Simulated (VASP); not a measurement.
Wanted: the native input for a VASP 6.6.1 run.

| Item | Value |
| --- | --- |
| Task | single point |
| Functional | PBEsol |
| Potentials or basis | VASP PAW PBE potentials, release 64 (Ga_d) |
| Cutoff | 520 eV |
| k mesh | 18 × 18 × 16 |
| Occupations | gaussian, width 0.15 eV |
| Spin | no spin polarisation |
| Dipole correction | no |
| Further INCAR settings | ALGO = Fast; EDIFF = 1e-06; NBANDS = 20 |

The structure of Ga lies in POSCAR:

```
Ga
1.0
    1.3775000000     -3.8617500000      0.0000000000
    1.3775000000      3.8617500000      0.0000000000
    0.0000000000      0.0000000000      3.0115000000
Ga
2
Direct
    0.8670000000      0.1330000000      0.2500000000
    0.1330000000      0.8670000000      0.7500000000
```

This cell differs from its parent crystal: strain -0.050 along x and y, -0.050 along z.

These files were run (other wordings do the same):

INCAR

```
PREC     = Accurate       # precision mode
ENCUT    = 520            # plane-wave cutoff, eV
EDIFF    = 1E-6           # SCF threshold, eV
ISMEAR   = 0              # smearing method
SIGMA    = 0.15           # smearing width, eV
LREAL    = False          # projectors in reciprocal space
LASPH    = True           # aspherical terms in the spheres
NELM     = 80             # most SCF steps
ALGO     = Fast           # electronic algorithm
ISIF     = 2              # what is computed and relaxed
LWAVE    = False          # write WAVECAR
LCHARG   = False          # write CHGCAR
GGA      = PS             # functional
NBANDS   = 20             # bands
```

KPOINTS

```
regular mesh
0
Gamma
  18 18 16
```

Potentials or basis: VASP PAW PBE potentials, release 64 (Ga_d).

Run with:

```bash
$ cat potpaw_PBE.64/Ga_d/POTCAR > POTCAR
$ mpirun -np 1 vasp_std > vasp.out
```

Results of the run:

| Property | Result |
| --- | --- |
| Pressure | 9.5 GPa |
| Largest force | 0.270 eV/Å |
| Band gap on the k mesh | zero (bands 13 and 14 overlap by 10.66 eV) |

Caveat: the cell differs from its parent crystal (strain -0.050 along x and y, -0.050 along z); the stress differs along the axes, from 5 to 13 GPa; the PAW data sets were made with another functional, which shifts forces and pressure a little.

Run time: 8.7 min on 1 thread of Intel(R) Xeon(R) Platinum 8259CL CPU @ 2.50GHz (Skylake/Cascade Lake), on a shared host, peak memory 0.5 GiB.
